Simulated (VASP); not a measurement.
Se:

```
CELL_PARAMETERS angstrom
4.36620 0.00000 0.00000
-2.18310 3.78124 0.00000
0.00000 0.00000 4.95360
ATOMIC_POSITIONS crystal
Se 0.77460 0.77460 0.00000
Se 0.00000 0.22540 0.66667
Se 0.22540 0.00000 0.33333
```

```yaml
Program: VASP 6.6.1
Task: relaxation of cell and atoms
Functional: PBE
Dispersion: D3(BJ)
Potentials_or_basis: VASP PAW PBE potentials, release 64 (Se)
Cutoff: 600 eV
k_mesh: 7 × 7 × 6
Occupations: fermi-dirac, width 0.05 eV
Spin: no spin polarisation
```

At the start: pressure 0.9 GPa; volume 27.26 Å³/atom.

Q: Where does the relaxation end?

A: Over 15 steps the energy falls by 25.5 meV/atom and the volume is 24.48 Å³/atom (-10.2 %); space group P3_121 (No. 152, to 0.05 Å).

Step by step:
```tsv
step	energy change (eV)	largest force (eV/Å)	pressure (GPa)	volume (Å³)
1	0.0000	0.4482	0.86	81.78
2	-0.0112	0.0979	-1.80	83.51
3	-0.0154	0.0789	-0.92	82.90
4	-0.0281	0.0818	-0.82	81.61
5	-0.0588	0.1043	-0.28	77.76
6	-0.0603	0.1852	2.16	70.25
7	-0.0721	0.1565	0.73	74.04
8	-0.0751	0.0762	-0.62	73.95
9	-0.0763	0.0010	-0.16	73.98
10	-0.0763	0.0017	-0.18	73.98
11	-0.0765	0.0060	-0.10	73.65
12	-0.0765	0.0095	-0.04	73.35
13	-0.0765	0.0074	-0.06	73.47
14	-0.0765	0.0101	0.06	73.42
15	-0.0766	0.0024	0.01	73.44
```

Final structure:
```yaml
crystal:
  lattice:
    - [4.06351, 0.00000, 0.00000]
    - [-2.03176, 3.51911, 0.00000]
    - [0.00000, 0.00000, 5.13571]
  atoms:
    - { symbol: Se, position: [0.75227, 0.75227, 0.00000] }
    - { symbol: Se, position: [0.00000, 0.24773, 0.66667] }
    - { symbol: Se, position: [0.24773, 0.00000, 0.33333] }
```

Caveat: the volume moved by -10 % from the deposited cell, more than functionals usually miss.
